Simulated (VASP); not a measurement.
# TaMo7S16 (a cell with a defect) in VASP: electric field gradients with r2SCAN

Aim: the electric field gradients of TaMo7S16 (a cell with a defect) with r2SCAN.

Program: VASP 6.6.1. These are calculated values, not measurements. Logs are shortened: lines on timing, memory, paths and dates and some standing lists are left out, and cuts for length are marked.

## 1. The cell of the first run

The cell holds a defect, 24 atoms: a = 6.338 Å, b = 6.338 Å, c = 12.324 Å, α = 90.00°, β = 90.00°, γ = 120.00°.

## 2. Electric field gradients, r2SCAN

Input file POSCAR:

```
TaMo7S16
1.0
    6.3380000000      0.0000000000      0.0000000000
   -3.1690000000      5.4888690092      0.0000000000
    0.0000000000      0.0000000000     12.3240000000
Ta Mo S
1 7 16
Direct
    0.1666666667      0.3333333333      0.2500000000
    0.1673164245      0.8336582123      0.2500000000
    0.6663417877      0.3326835755      0.2500000000
    0.6663417877      0.8336582123      0.2500000000
    0.3333340140      0.1666659860      0.7500000000
    0.3333340140      0.6666680280      0.7500000000
    0.8333319720      0.1666659860      0.7500000000
    0.8333333333      0.6666666667      0.7500000000
    0.1666666667      0.3333333333      0.6237723709
    0.1668027719      0.8334013859      0.6237691600
    0.6665986141      0.3331972281      0.6237691600
    0.6665986141      0.8334013859      0.6237691600
    0.3353439457      0.1646560543      0.1220617936
    0.3353439457      0.6706878915      0.1220617936
    0.8293121085      0.1646560543      0.1220617936
    0.8333333333      0.6666666667      0.1236713385
    0.1666666667      0.3333333333      0.8762276291
    0.1668027719      0.8334013859      0.8762308400
    0.6665986141      0.3331972281      0.8762308400
    0.6665986141      0.8334013859      0.8762308400
    0.3353439457      0.1646560543      0.3779382064
    0.3353439457      0.6706878915      0.3779382064
    0.8293121085      0.1646560543      0.3779382064
    0.8333333333      0.6666666667      0.3763286615
```

Input file INCAR.step1:

```
SYSTEM = TaMo7S16
PREC = Accurate
ENCUT = 520
ISMEAR = -1
SIGMA = 0.01
LREAL = Auto
LASPH = .TRUE.
NELM = 100
NELECT = 204.0
NBANDS = 120
GGA = PE
ALGO = Normal
EDIFF = 1E-4
LWAVE = .TRUE.
LCHARG = .FALSE.
```

Input file INCAR.step2:

```
SYSTEM = TaMo7S16
PREC = Accurate
ENCUT = 520
EDIFF = 1E-8
ISMEAR = -1
SIGMA = 0.01
LREAL = Auto
LASPH = .TRUE.
NELM = 100
ALGO = Normal
ISIF = 2
LWAVE = .FALSE.
LCHARG = .FALSE.
METAGGA = R2SCAN
LMIXTAU = .TRUE.
LEFG = .TRUE.
NELECT = 204.0
NBANDS = 120
ISTART = 1
```

Input file KPOINTS:

```
regular mesh
0
G
  4 4 2
  0 0 0
```

Potentials or basis: VASP PAW PBE potentials, release 64 (Ta_pv, Mo_sv, S).

On the command line:

```bash
cat potpaw_PBE.64/Ta_pv/POTCAR potpaw_PBE.64/Mo_sv/POTCAR potpaw_PBE.64/S/POTCAR > POTCAR
cp INCAR.step1 INCAR
mpirun -np 1 vasp_std > vasp.out
cp INCAR.step2 INCAR
mpirun -np 1 vasp_std > vasp.out
```

OUTCAR:

```text
SYSTEM = TaMo7S16
   PREC = Accurate
   ENCUT = 520
   EDIFF = 1E-8
   ISMEAR = -1
   LREAL = Auto
   LASPH = .TRUE.
   NELM = 100
   ISIF = 2
   METAGGA = R2SCAN
   NELECT = 204.0
   ISTART = 1

 ion  position               nearest neighbor table
   1  0.167  0.333  0.250-  13 2.43  21 2.43  15 2.43  23 2.43  22 2.43  14 2.43   3 3.17   2 3.17
                             4 3.17   4 3.17   3 3.17   2 3.17
   2  0.167  0.834  0.250-  16 2.41  24 2.41  22 2.41  14 2.41  13 2.41  21 2.41   4 3.16   3 3.16
                             1 3.17   1 3.17   4 3.18   3 3.18
   3  0.666  0.333  0.250-  16 2.41  24 2.41  23 2.41  15 2.41  13 2.41  21 2.41   2 3.16   4 3.16
                             1 3.17   1 3.17   4 3.18   2 3.18
   4  0.666  0.834  0.250-  16 2.41  24 2.41  22 2.41  14 2.41  23 2.41  15 2.41   2 3.16   3 3.16
                             1 3.17   1 3.17   2 3.18   3 3.18
   5  0.333  0.167  0.750-  11 2.40  19 2.40  18 2.40  10 2.40   9 2.40  17 2.40   7 3.17   6 3.17
                             8 3.17   8 3.17   7 3.17   6 3.17
   6  0.333  0.667  0.750-  10 2.40  18 2.40  12 2.40  20 2.40   9 2.40  17 2.40   5 3.17   7 3.17
                             8 3.17   8 3.17   5 3.17   7 3.17
   7  0.833  0.167  0.750-  11 2.40  19 2.40  12 2.40  20 2.40   9 2.40  17 2.40   5 3.17   6 3.17
                             8 3.17   8 3.17   5 3.17   6 3.17
   8  0.833  0.667  0.750-  12 2.40  20 2.40  18 2.40  10 2.40  19 2.40  11 2.40   6 3.17   7 3.17
                             5 3.17   5 3.17   6 3.17   7 3.17
   9  0.167  0.333  0.624-   5 2.40   7 2.40   6 2.40
  10  0.167  0.833  0.624-   6 2.40   5 2.40   8 2.40
  11  0.667  0.333  0.624-   7 2.40   5 2.40   8 2.40
  12  0.667  0.833  0.624-   6 2.40   7 2.40   8 2.40
  13  0.335  0.165  0.122-   3 2.41   2 2.41   1 2.43
  14  0.335  0.671  0.122-   2 2.41   4 2.41   1 2.43
[... 8 lines left out ...]
  23  0.829  0.165  0.378-   3 2.41   4 2.41   1 2.43
  24  0.833  0.667  0.376-   4 2.41   2 2.41   3 2.41

  LATTYP: Found a hexagonal cell.
 ALAT       =     6.3380000000
 C/A-ratio  =     1.9444619754

  Lattice vectors:

 A1 = (   6.3380000000,   0.0000000000,   0.0000000000)
 A2 = (  -3.1690000000,   5.4888690092,   0.0000000000)
 A3 = (   0.0000000000,   0.0000000000,  12.3240000000)

Analysis of symmetry for initial positions (statically):
=====================================================================
 Subroutine PRICEL returns:
 Original cell was already a primitive cell.

 Routine SETGRP: Setting up the symmetry group for a
 hexagonal supercell.

 Subroutine GETGRP returns: Found 12 space group operations
 (whereof  2 operations were pure point group operations)
 out of a pool of 24 trial point group operations.

The static configuration has the point symmetry C_1h.
 The point group associated with its full space group is D_3h.

Analysis of symmetry for dynamics (positions and initial velocities):
=====================================================================
 Subroutine PRICEL returns:
 Original cell was already a primitive cell.

 Routine SETGRP: Setting up the symmetry group for a
 hexagonal supercell.

 Subroutine GETGRP returns: Found 12 space group operations
 (whereof  2 operations were pure point group operations)
 out of a pool of 24 trial point group operations.

The dynamic configuration has the point symmetry C_1h.
 The point group associated with its full space group is D_3h.

 Subroutine INISYM returns: Found 12 space group operations
 (whereof  2 operations are pure point group operations),
 and found     1 'primitive' translations

----------------------------------------------------------------------------------------

                                     Primitive cell

  volume of cell :     428.7329

  direct lattice vectors                    reciprocal lattice vectors
     6.338000000  0.000000000  0.000000000     0.157778479  0.091093447  0.000000000
    -3.169000000  5.488869009  0.000000000     0.000000000  0.182186895  0.000000000
     0.000000000  0.000000000 12.324000000     0.000000000  0.000000000  0.081142486

  length of vectors
[... 118 lines left out ...]
   TEBEG  =    0.0;   TEEND  =   0.0 temperature during run
   PSTRESS=    0.0 pullay stress
   NELECT =     204.0000    total number of electrons
   NUPDOWN=      -1.0000    fix difference up-down
   EMIN   =  10.00;   EMAX   =-10.00  energy-range for DOS
   EFERMI =   0.00;   METHOD = LEGACY
   ISMEAR =    -1;   SIGMA  =   0.01  broadening in eV -4-tet -1-fermi 0-gaus
   EFERMI_NEDOS =   21; number of points for ismear=-14 and -15
   IALGO  =     38    algorithm
   IMIX   =      4    mixing-type and parameters
     AMIX     =   0.40;   BMIX     =  1.00
     AMIX_MAG =   1.60;   BMIX_MAG =  1.00
  volume/ion in A,a.u.               =      17.86       120.55
  Fermi-wavevector in a.u.,A,eV,Ry     =   1.278074  2.415209 22.224747  1.633473
  Thomas-Fermi vector in A             =   2.410637
   LORBIT       =      0    0 simple, 1 ext, 2 COOP (PROOUT), +10 PAW based schemes
   METAGGA = R2SCAN    functional components
   LHFCALC =     F    Hartree Fock is set to
   AEXX    =    0.0000 exact exchange contribution
   IVDW    =     0    specifies the selected vdW correction
   LEPSILON=     F    determine dielectric tensor
   LRPA    =     F    only Hartree local field effects (RPA)
 non-spin polarized calculation
  energy-cutoff  :      520.00
  volume of cell :      428.73
 maximum number of plane-waves:     11595
 NGX is ok and might be reduce to    48
   NGX = 23   NGY = 23   NGZ = 45

 number of electron     203.9999992 magnetization

 Free energy of the ion-electron system (eV)
  ---------------------------------------------------
  ext. energy  EPLUGINS =         0.00000000
  ---------------------------------------------------
  free energy    TOTEN  =      -389.76397445 eV

  energy without entropy =     -389.76168161  energy(sigma->0) =     -389.76282803

 E-fermi :   6.5272     XC(G=0): -11.4675

 val. band max:        6.2577176988   @ k =   0.5000   0.0000   0.5000
 cond. band min:       6.5514259593   @ k =   0.2500   0.2500   0.5000
 fundamental gap:      0.2937082605
 Fermi energy:         6.5272464330

 k-point     1 :       0.0000    0.0000    0.0000
  band No.  band energies     occupation
      1     -56.4486      2.00000
      2     -56.4089      2.00000
      3     -56.4018      2.00000
      4     -56.4018      2.00000
      5     -56.3558      2.00000
      6     -56.3229      2.00000
[... 925 lines left out ...]
    113       9.0930      0.00000
    114       9.1258      0.00000
 [bands above 114 left out]

------------------------ aborting loop because EDIFF is reached ----------------------------------------

  FORCE on cell =-STRESS in cart. coord.  units (eV):
  Direction    XX          YY          ZZ          XY          YZ          ZX
  --------------------------------------------------------------------------------------
  -------------------------------------------------------------------------------------
  Total       -1.1056116     -1.1056116    -14.3147691      0.0000000      0.0000000      0.0000000
  in kB       -4.1316771     -4.1316771    -53.4943774      0.0000000      0.0000000      0.0000000
  external PRESSURE =     -20.5859105 kB  Pullay stress =       0.0000000 kB

 VOLUME and BASIS-vectors are now :
 -----------------------------------------------------------------------------
  energy-cutoff  :      520.00
  volume of cell :      428.73
      direct lattice vectors                 reciprocal lattice vectors
     6.338000000  0.000000000  0.000000000     0.157778479  0.091093447  0.000000000
    -3.169000000  5.488869009  0.000000000     0.000000000  0.182186895  0.000000000
     0.000000000  0.000000000 12.324000000     0.000000000  0.000000000  0.081142486

 POSITION                                       TOTAL-FORCE (eV/Angst)
 -----------------------------------------------------------------------------------
      0.00000      1.82962      3.08100         0.000000      0.000000     -0.000000
     -1.58141      4.57584      3.08100        -0.004946     -0.002855     -0.000000
      3.16900      1.82606      3.08100         0.000000      0.005711     -0.000000
      1.58141      4.57584      3.08100         0.004946     -0.002855     -0.000000
      1.58451      0.91481      9.24300         0.001656     -0.000956     -0.000000
      0.00000      3.65925      9.24300         0.000000      0.001912     -0.000000
[... 16 lines left out ...]
      4.73439      0.90378      4.65771         0.021179      0.012227     -0.195713
      3.16900      3.65925      4.63787         0.000000      0.000000     -0.172793
 -----------------------------------------------------------------------------------
    total drift:                                0.000006     -0.000004      0.000000

  FREE ENERGIE OF THE ION-ELECTRON SYSTEM (eV)
  ---------------------------------------------------
  free  energy   TOTEN  =      -389.7639744477 eV

  energy  without entropy=     -389.7616816145  energy(sigma->0) =     -389.76282803

 Electric field gradients (V/A^2)
---------------------------------------------------------------------
 ion       V_xx      V_yy      V_zz      V_xy      V_xz      V_yz
---------------------------------------------------------------------
   1      84.654    84.655  -169.308     0.001     0.000     0.000
   2      46.620    31.125   -77.744    13.417     0.000     0.000
   3      23.379    54.365   -77.744    -0.001     0.000     0.000
   4      46.619    31.125   -77.744   -13.419     0.000     0.000
   5      36.815    36.822   -73.637     0.005    -0.000    -0.000
   6      36.826    36.811   -73.637    -0.001    -0.000    -0.000
[... 16 lines left out ...]
  23       5.180    28.895   -34.075   -20.537    19.941    11.513
  24      26.449    26.450   -52.899     0.000    -0.000     0.000
---------------------------------------------------------------------

 Electric field gradients after diagonalization (V/A^2)
 (convention: |V_zz| > |V_xx| > |V_yy|)
----------------------------------------------------------------------
 ion       V_xx      V_yy      V_zz     asymmetry (V_yy - V_xx)/ V_zz
----------------------------------------------------------------------
   1      84.655    84.653  -169.308       0.000
   2      54.365    23.379   -77.744       0.399
   3      54.365    23.379   -77.744       0.399
   4      54.367    23.377   -77.744       0.399
   5      36.825    36.812   -73.637       0.000
   6      36.826    36.811   -73.637       0.000
[... 16 lines left out ...]
  23      40.752     6.417   -47.169       0.728
  24      26.450    26.449   -52.899       0.000
----------------------------------------------------------------------

           NMR quadrupolar parameters

 Cq : quadrupolar parameter    Cq=e*Q*V_zz/h
 eta: asymmetry parameters     (V_yy - V_xx)/ V_zz
 Q  : nuclear electric quadrupole moment in mb (millibarn)
----------------------------------------------------------------------
 ion       Cq(MHz)       eta       Q (mb)
----------------------------------------------------------------------
   1      -0.409       0.000       1.000
   2      -0.188       0.399       1.000
   3      -0.188       0.399       1.000
   4      -0.188       0.399       1.000
   5      -0.178       0.000       1.000
   6      -0.178       0.000       1.000
[... 16 lines left out ...]
  23      -0.114       0.728       1.000
  24      -0.128       0.000       1.000
----------------------------------------------------------------------
```

Run time: 35 min. Hardware: 1 thread of AMD EPYC 9R45 (Zen 5), shared host; peak memory 0.69 GiB.

What came out:

```yaml
Free_energy: -389.7640 eV
Largest_force: 0.197 eV/Å
```

Forces on the atoms (eV/Å):
```
Ta   0.000  0.000  0.000
Mo  -0.005 -0.003  0.000
Mo   0.000  0.006  0.000
Mo   0.005 -0.003  0.000
Mo   0.002 -0.001  0.000
Mo   0.000  0.002  0.000
Mo  -0.002 -0.001  0.000
Mo   0.000  0.000  0.000
S    0.000  0.000  0.171
S   -0.001  0.000  0.171
S    0.000  0.001  0.171
S    0.001  0.000  0.171
S   -0.021  0.012  0.196
S    0.000 -0.024  0.196
S    0.021  0.012  0.196
S    0.000  0.000  0.173
S    0.000  0.000 -0.171
S   -0.001  0.000 -0.171
S    0.000  0.001 -0.171
S    0.001  0.000 -0.171
S   -0.021  0.012 -0.196
S    0.000 -0.024 -0.196
S    0.021  0.012 -0.196
S    0.000  0.000 -0.173
```

Levels at points of the mesh, in eV from the Fermi level:
| k point | band 100 | band 101 | band 102 | band 103 | band 104 | band 105 |
| --- | --- | --- | --- | --- | --- | --- |
| (0.00, 0.00, 0.00) | -0.63 | -0.59 | -0.31 | 0.75 | 2.29 | 2.30 |
| (0.50, 0.00, 0.00) | -0.68 | -0.53 | -0.36 | -0.28 | 1.97 | 2.01 |
| (0.00, 0.00, 0.50) | -0.64 | -0.50 | 0.34 | 0.57 | 2.29 | 2.29 |
| (0.50, 0.00, 0.50) | -0.67 | -0.51 | -0.37 | -0.27 | 2.19 | 2.20 |

Electric field gradients, principal values (V/Å²):
| atom | least | middle | greatest (by size) |
| --- | --- | --- | --- |
| 1 Ta | 84.653 | 84.655 | -169.308 |
| 2 Mo | 23.379 | 54.365 | -77.744 |
| 3 Mo | 23.379 | 54.365 | -77.744 |
| 4 Mo | 23.377 | 54.367 | -77.744 |
| 5 Mo | 36.812 | 36.825 | -73.637 |
| 6 Mo | 36.811 | 36.826 | -73.637 |
| 7 Mo | 36.811 | 36.826 | -73.637 |
| 8 Mo | 35.607 | 35.609 | -71.217 |
| 9 S | 24.295 | 24.297 | -48.592 |
| 10 S | 22.836 | 23.093 | -45.928 |
| 11 S | 22.836 | 23.093 | -45.928 |
| 12 S | 22.836 | 23.092 | -45.928 |
| 13 S | 6.417 | 40.752 | -47.169 |
| 14 S | 6.417 | 40.752 | -47.169 |
| 15 S | 6.417 | 40.752 | -47.169 |
| 16 S | 26.449 | 26.450 | -52.899 |
| 17 S | 24.295 | 24.297 | -48.592 |
| 18 S | 22.836 | 23.093 | -45.928 |
| 19 S | 22.836 | 23.093 | -45.928 |
| 20 S | 22.836 | 23.092 | -45.928 |
| 21 S | 6.417 | 40.752 | -47.169 |
| 22 S | 6.417 | 40.752 | -47.169 |
| 23 S | 6.417 | 40.752 | -47.169 |
| 24 S | 26.449 | 26.450 | -52.899 |

Caveat: the cell carries a net charge on a neutralising background, which shifts energy and pressure; the cell is charged against a uniform background, so pressure and absolute levels hang on convention; without QUAD_EFG the Cq values of the log hold for a quadrupole moment of 1 mb, not for the nuclei; the PAW data sets were made with another functional, which shifts forces and pressure a little; spin-orbit coupling is left out, which moves the levels of the heavy elements.
